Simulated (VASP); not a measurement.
Wanted: the native input for a VASP 6.6.1 run.

```
Task                   : single point
Functional             : PBEsol
Potentials or basis    : VASP PAW PBE potentials, release 64 (Al, O)
Cutoff                 : 520 eV
k mesh                 : 6 × 6 × 6
Occupations            : gaussian, width 0.05 eV
Spin                   : no spin polarisation
Dipole correction      : no
Further INCAR settings : ALGO = Normal; EDIFF = 1e-06; NBANDS = 35
```

The structure of Al2O3 lies in POSCAR:

```
Al2O3
1.0
    2.2781752499      1.3153050938      4.2527456782
   -2.2781752499      1.3153050938      4.2527456782
    0.0000000000     -2.6306101876      4.2527456782
Al O
4 6
Direct
    0.8520350473      0.8520350473      0.8520350473
    0.6479649527      0.6479649527      0.6479649527
    0.1479649527      0.1479649527      0.1479649527
    0.3520350473      0.3520350473      0.3520350473
    0.0558571577      0.4441428423      0.7500000000
    0.7500000000      0.0558571577      0.4441428423
    0.4441428423      0.7500000000      0.0558571577
    0.9441428423      0.5558571577      0.2500000000
    0.2500000000      0.9441428423      0.5558571577
    0.5558571577      0.2500000000      0.9441428423
```

This cell differs from its parent crystal: volume 7.646 Å^3 an atom, c/a of the conventional cell 2.8001.

These files were run (other wordings do the same):

INCAR

```
PREC = Accurate ; ENCUT = 520
EDIFF = 1E-6 ; ISMEAR = 0
SIGMA = 0.05 ; LREAL = False
LASPH = True ; NELM = 60
ALGO = Normal ; ISIF = 2
LWAVE = False ; LCHARG = True
GGA = PS ; LELF = True
LVHAR = True ; NBANDS = 35
```

KPOINTS

```
Automatic mesh
0
Gamma
  6 6 6
```

Potentials or basis: VASP PAW PBE potentials, release 64 (Al, O).

Command:

```sh
$ cat potpaw_PBE.64/Al/POTCAR potpaw_PBE.64/O/POTCAR > POTCAR
$ mpirun -np 1 vasp_std > vasp.out
```

Results of the run:

The pressure is 35.4 GPa and the largest force is 0.321 eV/Å. The band gap on the k mesh is 7.49 eV, direct.

Caveat: the PAW data sets were made with another functional, which shifts forces and pressure a little.

It took 66 s on 1 thread of AMD EPYC 9R45 96-Core Processor (Zen 5), on a shared host, peak memory 0.22 GiB.
